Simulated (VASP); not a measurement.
Runs of VASP 6.6.1 on Al. The structure is that of space group Fm-3m (No. 225), or close to it. The cells are those of the table. 

```csv
cell,gap on the mesh (eV),pressure (GPa)
"a = 2.935, b = 2.935, c = 2.862 Å, angles 60.8, 60.8, 58.4°, 1 atom",none,-5.0
"a = 2.970, b = 2.970, c = 2.934 Å, angles 60.4, 60.4, 59.2°, 1 atom",none,-7.5
"a = 2.755, b = 2.755, c = 2.791 Å, angles 59.6, 59.6, 60.9°, 1 atom",none,7.7
"a = 3.005 Å, angles 60.0°, 1 atom",none,(a)
"a = 2.900, b = 2.900, c = 2.791 Å, angles 61.2, 61.2, 57.5°, 1 atom",none,-1.4
"a = 2.791 Å, angles 60.0°, 1 atom",none,(b)
"a = 2.719 Å, angles 60.0°, 1 atom",none,14.3
```

Alike in all rows: task single point; level PBEsol; potentials or basis VASP PAW PBE potentials, release 64 (Al); no spin polarisation; k mesh 20 × 20 × 20; cutoff (eV) 520; smearing gaussian 0.15 eV.

Problem. Fill in the values left out.

Solution. (a) -9.3; (b) 4.7.

Caveats: the PAW data sets were made with another functional, which shifts forces and pressure a little.

A gap of «none» marks levels without a gap at the run's occupations.
